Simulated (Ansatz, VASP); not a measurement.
One calculation of SnO, two programs

```
CELL_PARAMETERS angstrom
3.80529 0.00000 0.00000
0.00000 3.80529 0.00000
0.00000 0.00000 4.75343
ATOMIC_POSITIONS crystal
Sn 0.00000 0.50000 0.24240
Sn 0.50000 0.00000 0.75760
O 0.50000 0.50000 0.00000
O 0.00000 0.00000 0.00000
```

Alike in both runs: functional PBEsol; k mesh 12 × 12 × 10; occupations gaussian, width 0.1 eV; no spin polarisation.

Ansatz relaxed the structure, and its values are those at the end. VASP's run is a single point on that final structure, the one shown.

|  | VASP | Ansatz |
| --- | --- | --- |
| version | VASP 6.6.1 | Ansatz 0.2.0 |
| potentials or method | VASP PAW PBE potentials, release 64 (Sn_d, O), cutoff 520 eV | scalar-relativistic, plane waves, PAW |
| valence electrons in the cell | 40 | 40 |

```csv
,VASP,Ansatz,Ansatz less VASP
gap on the k mesh at the Fermi level (eV),none,none,-
pressure (GPa),0.2,0.0,-0.23
rms of the force components (eV/Å),0.035,0.001,-0.0347
```

VASP's potentials were made for PBE, not for PBEsol. A gap of «none» marks a metal or a gap that the smearing closes.
